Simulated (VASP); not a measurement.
Input of a VASP 6.6.1 run:

INCAR

```
SYSTEM = Si2W3
PREC = Accurate
ENCUT = 600
EDIFF = 1E-7
ISMEAR = 0
SIGMA = 0.1
LREAL = .FALSE.
LASPH = .TRUE.
NELM = 100
ALGO = Fast
ISIF = 3
LWAVE = .FALSE.
LCHARG = .FALSE.
GGA = PE
IBRION = 2
NSW = 100
EDIFFG = -0.01
KPAR = 4
```

KPOINTS

```
regular mesh
0
G
  6 6 12
  0 0 0
```

The input POSCAR:

```
Si2W3
1.0
    6.6158471100      0.0000000000      0.0000000000
    0.0000000000      6.6158471100      0.0000000000
    0.0000000000      0.0000000000      3.3435049100
Si W
4 6
Direct
    0.6339980100      0.1339980100      0.0000000000
    0.3660019900      0.8660019900      0.0000000000
    0.1339980100      0.3660019900      0.0000000000
    0.8660019900      0.6339980100      0.0000000000
    0.0000000000      0.0000000000      0.0000000000
    0.5000000000      0.5000000000      0.0000000000
    0.1598410200      0.6598410200      0.5000000000
    0.8401589800      0.3401589800      0.5000000000
    0.6598410200      0.8401589800      0.5000000000
    0.3401589800      0.1598410200      0.5000000000
```

Potentials or basis: VASP PAW PBE potentials, release 64 (Si, W_sv).

Launch:

```console
$ cat potpaw_PBE.64/Si/POTCAR potpaw_PBE.64/W_sv/POTCAR > POTCAR
$ mpirun -np 4 vasp_std > vasp.out
```

**Question.** What does it give for the space group after relaxing (to 0.1 Å)?

**Answer.** P4/mbm (No. 127).

**Question.** Predict the band gap on the k mesh.

**Answer.** Zero (bands 50 and 51 overlap by 1.64 eV).

**Question.** Estimate the relaxed volume.

**Answer.** 14.56 Å³/atom.

Final structure:
```cif
data_structure
_symmetry_space_group_name_H-M 'P 1'
_symmetry_Int_Tables_number 1
_cell_length_a 6.6234
_cell_length_b 6.6234
_cell_length_c 3.3201
_cell_angle_alpha 90.000
_cell_angle_beta 90.000
_cell_angle_gamma 90.000
_cell_volume 145.65
loop_
_atom_site_label
_atom_site_type_symbol
_atom_site_fract_x
_atom_site_fract_y
_atom_site_fract_z
_atom_site_occupancy
Si1 Si 0.63407 0.13407 0.00000 1
Si2 Si 0.36593 0.86593 0.00000 1
Si3 Si 0.13407 0.36593 0.00000 1
Si4 Si 0.86593 0.63407 0.00000 1
W1 W 0.00000 0.00000 0.00000 1
W2 W 0.50000 0.50000 0.00000 1
W3 W 0.15975 0.65975 0.50000 1
W4 W 0.84025 0.34025 0.50000 1
W5 W 0.65975 0.84025 0.50000 1
W6 W 0.34025 0.15975 0.50000 1
```

Caveat: spin-orbit coupling is left out, which moves the levels of the heavy elements.
